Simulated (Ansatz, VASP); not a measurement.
# One calculation of Cd2BiO2, two programs

```
CELL_PARAMETERS angstrom
4.53973 0.00000 0.00000
-2.26986 3.93152 0.00000
0.00000 0.00000 6.09645
ATOMIC_POSITIONS crystal
Cd 0.66667 0.33333 0.50000
Cd 0.33333 0.66667 0.00000
Bi 0.66667 0.33333 0.00000
O 0.00000 0.00000 0.75256
O 0.00000 0.00000 0.24744
```

Change from the starting cell: species swapped into the Sr2ZnAs2 type (P-6m2, No. 187).

Alike in both runs: functional PBE; k mesh 6 × 6 × 4; occupations gaussian, width 0.1 eV; no spin polarisation.

Ansatz relaxed the structure, and its values are those at the end. VASP's run is a single point on that final structure, the one shown.

```csv
,VASP,Ansatz
version,VASP 6.6.1,Ansatz 0.2.0
potentials or method,"VASP PAW PBE potentials, release 64 (Cd, Bi_d, O), cutoff 520 eV","scalar-relativistic, plane waves, PAW"
valence electrons in the cell,51,67
```

|  | VASP | Ansatz | Ansatz less VASP |
| --- | --- | --- | --- |
| gap on the k mesh at the Fermi level (eV) | none | none | - |
| pressure (GPa) | 0.1 | -0.1 | -0.19 |
| rms of the force components (eV/Å) | 0.006 | 0.004 | -0.0018 |

A gap of «none» marks a metal or a gap that the smearing closes. VASP's potentials hold 51 valence electrons a cell and Ansatz's 67, so a difference there can come from the potentials and not from the codes.

Spin-orbit coupling is off throughout.
